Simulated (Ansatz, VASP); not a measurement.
One calculation of MnS, two programs

The input POSCAR:

```
MnS
1.0
    0.0000000000      2.6045000000      2.6045000000
    2.6045000000      0.0000000000      2.6045000000
    2.6045000000      2.6045000000      0.0000000000
Mn S
1 1
Direct
    0.0000000000      0.0000000000      0.0000000000
    0.5000000000      0.5000000000      0.5000000000
```

INCAR.step1

```
ALGO = Normal
EDIFF = 1E-4
ENCUT = 520
GGA = PE
ISMEAR = -1
ISPIN = 2
LASPH = True
LCHARG = False
LMAXMIX = 4
LREAL = False
LWAVE = True
MAGMOM = 4 0
NBANDS = 20
NELM = 150
PREC = Accurate
SIGMA = 0.05
```

File INCAR.step2:

```
ALGO = Normal
EDIFF = 1E-6
ENCUT = 520
ISIF = 2
ISMEAR = -1
ISPIN = 2
ISTART = 1
LASPH = True
LCHARG = True
LELF = True
LMAXMIX = 4
LMIXTAU = True
LORBIT = 11
LREAL = False
LVHAR = True
LWAVE = False
MAGMOM = 4 0
METAGGA = R2SCAN
NBANDS = 20
NELM = 150
PREC = Accurate
SIGMA = 0.05
```

File KPOINTS:

```
k-points
0
Gamma
  9 9 9
```

The input input.yaml:

```yaml
crystal:
  lattice:
    - [0.0, 2.6045, 2.6045]
    - [2.6045, 0.0, 2.6045]
    - [2.6045, 2.6045, 0.0]
  atoms:
    - { symbol: Mn, position: [0.0, 0.0, 0.0], spin: 4.0 }
    - { symbol: S, position: [0.5, 0.5, 0.5] }
hamiltonian:
  xc: r2scan
  pseudopotentials: { kind: paw }
magnetization:
  spin_polarized: true
kpoints:
  mp_grid: { grid: [9, 9, 9] }
  band_path:
    path:
      - [[0.0, 0.0, 0.0], [0.5, 0.0, 0.5], [0.5, 0.25, 0.75], [0.375, 0.375, 0.75], [0.0, 0.0, 0.0], [0.5, 0.5, 0.5], [0.625, 0.25, 0.625], [0.5, 0.25, 0.75], [0.5, 0.5, 0.5], [0.375, 0.375, 0.75]]
      - [[0.625, 0.25, 0.625], [0.5, 0.0, 0.5]]
    npoints: 14
scf:
  occupations: { method: fermi_dirac, width: 0.05 }
  n_extra_bands: 6
output:
  forces: true
  stress: true
  eigenvalues: true
  fatbands: false
```

Alike in both runs: functional r2SCAN; k mesh 9 × 9 × 9; occupations fermi-dirac, width 0.05 eV; collinear spin.

|  | VASP | Ansatz |
| --- | --- | --- |
| version | VASP 6.6.1 | Ansatz 0.2.0 |
| potentials or method | VASP PAW PBE potentials, release 64 (Mn_pv, S) | Ansatz PAW |
| plane-wave cutoff (eV) | 520 | 500 |
| valence electrons in the cell | 19 | 21 |
| task | single point | band structure |

Ansatz gave:

| Item | Value |
| --- | --- |
| gap on the k mesh at the Fermi level (eV) | none |
| pressure (GPa) | 0.5 |
| net moment per atom (μB) | 2.49 |
| size of the moment on the site where the two differ most (μB) | 4.45 |

Question: Estimate VASP's values.

Answer: gap on the k mesh at the Fermi level (eV): none; pressure (GPa): 0.4; net moment per atom (μB): 2.49; size of the moment on the site where the two differ most (μB): 4.50.

VASP's potentials were made for PBE, not for r2SCAN. Site moments also hang on the region over which each program counts them. A gap of «none» marks a metal or a gap that the smearing closes. VASP's potentials hold 19 valence electrons a cell and Ansatz's 21, so a difference there can come from the potentials and not from the codes.

Noted on Ansatz's run: the magnetic or orbital state may not be the lowest.
